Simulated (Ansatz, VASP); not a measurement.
## CaSe in VASP and in Ansatz

Contents of INCAR:

```
SYSTEM = CaSe
  PREC = Accurate
  ENCUT = 520
  EDIFF = 1E-7
  ISMEAR = 0
  SIGMA = 0.05
  LREAL = .FALSE.
  LASPH = .TRUE.
  NELM = 100
  ALGO = Normal
  ISIF = 2
  LWAVE = .FALSE.
  LCHARG = .TRUE.
  GGA = PE
  LELF = .TRUE.
  LVHAR = .TRUE.
  NBANDS = 15
```

Contents of KPOINTS:

```
regular mesh
0
G
  6 6 6
  0 0 0
```

POSCAR

```
CaSe
1.0
    0.0000000000      3.2488137811      3.2488137811
    3.2488137811      0.0000000000      3.2488137811
    3.2488137811      3.2488137811      0.0000000000
Ca Se
1 1
Direct
    0.0000000000      0.0000000000      0.0000000000
    0.2500000000      0.2500000000      0.2500000000
```

Input for Ansatz:

```yaml
crystal:
  lattice:
    - [0.0, 3.2488137811, 3.2488137811]
    - [3.2488137811, 0.0, 3.2488137811]
    - [3.2488137811, 3.2488137811, 0.0]
  atoms:
    - { symbol: Ca, position: [0.0, 0.0, 0.0] }
    - { symbol: Se, position: [0.25, 0.25, 0.25] }
basis:
  ecutwfc: 420
  ecutrho_ratio: 4
kpoints:
  mp_grid: { grid: [6, 6, 6] }
hamiltonian:
  xc: pbe
scf:
  occupations: { method: gaussian, width: 0.05 }
output:
  forces: true
  stress: true
  eigenvalues: true
```

Alike in both runs: task single point; functional PBE; k mesh 6 × 6 × 6; occupations gaussian, width 0.05 eV; no spin polarisation.

```csv
,VASP,Ansatz
version,VASP 6.6.1,Ansatz 0.2.0
potentials or method,"VASP PAW PBE potentials, release 64 (Ca_sv, Se), cutoff 520 eV","scalar-relativistic, plane waves, PAW"
valence electrons in the cell,16,26
```

```tsv
	VASP	Ansatz	Ansatz less VASP
gap on the k mesh at the Fermi level (eV)	3.29	3.29	+0.002
least direct gap on the mesh (eV)	3.40	3.40	0.000
pressure (GPa)	1.6	1.5	-0.12
```

The functional is the same, so the differences come from potentials, cutoffs and numerics. VASP's potentials hold 16 valence electrons a cell and Ansatz's 26, so a difference there can come from the potentials and not from the codes.
